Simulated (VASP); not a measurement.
Set up this calculation in VASP 6.6.1, as the native input.

```
Task                   : single point
Functional             : PBE
Potentials or basis    : VASP PAW PBE potentials, release 64 (Ba_sv, Mo_sv, C)
Cutoff                 : 520 eV
k mesh                 : 12 × 12 × 8
Occupations            : gaussian, width 0.1 eV
Spin                   : no spin polarisation
Dipole correction      : no
Further INCAR settings : ALGO = Normal; EDIFF = 1e-06; NBANDS = 24
```

The structure of BaMoC2 lies in POSCAR:

```
BaMoC2
1.0
    4.1250658150      0.0000000000      0.0000000000
    0.0000000000      4.1250658150      0.0000000000
    0.0000000000      0.0000000000      5.6132383186
Ba Mo C
1 1 2
Direct
    0.5000000000      0.5000000000      0.0000000000
    0.5000000000      0.5000000000      0.5000000000
    0.0000000000      0.5000000000      0.5000000000
    0.5000000000      0.0000000000      0.5000000000
```

The cell was generated, and may not be a known phase.

One way to write it, as run:

INCAR

```
SYSTEM = BaMoC2
PREC = Accurate
ENCUT = 520
EDIFF = 1E-6
ISMEAR = 0
SIGMA = 0.1
LREAL = .FALSE.
LASPH = .TRUE.
NELM = 80
ALGO = Normal
ISIF = 2
LWAVE = .FALSE.
LCHARG = .FALSE.
GGA = PE
NBANDS = 24
```

KPOINTS

```
Automatic mesh
0
G
  12 12 8
  0 0 0
```

Potentials or basis: VASP PAW PBE potentials, release 64 (Ba_sv, Mo_sv, C).

The run is started by

```bash
$ cat potpaw_PBE.64/Ba_sv/POTCAR potpaw_PBE.64/Mo_sv/POTCAR potpaw_PBE.64/C/POTCAR > POTCAR
$ mpirun -np 1 vasp_std > vasp.out
```

Results of the run:

| Item | Value |
| --- | --- |
| Pressure | 0.8 GPa |
| Band gap on the k mesh | zero (bands 16 and 17 overlap by 1.48 eV) |

Caveat: spin-orbit coupling is left out, which moves the levels of the heavy elements.

Run time: 3.4 min on 1 thread of Intel(R) Xeon(R) Platinum 8488C (Sapphire Rapids), on a shared host, peak memory 0.45 GiB.
